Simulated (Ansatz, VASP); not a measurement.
## Pb in VASP and in Ansatz

```
Pb
1.0
    -1.97966    1.97966    1.97966
     1.97966   -1.97966    1.97966
     1.97966    1.97966   -1.97966
Pb
1
Direct
  0.00000 0.00000 0.00000
```

Alike in both runs: task single point; functional PBE; k mesh 9 × 9 × 9; occupations gaussian, width 0.027 eV; no spin polarisation.

```csv
,VASP,Ansatz
version,VASP 6.6.1,Ansatz 0.2.0
potentials or method,"VASP PAW PBE potentials, release 64 (Pb_d)",Ansatz PAW
plane-wave cutoff (eV),500,420
valence electrons in the cell,14,14
```

```tsv
	VASP	Ansatz	Ansatz less VASP
gap on the k mesh at the Fermi level (eV)	none	none	-
pressure (GPa)	0.7	0.7	+0.05
```

A gap of «none» marks a metal or a gap that the smearing closes.

Neither program's run includes spin-orbit coupling.
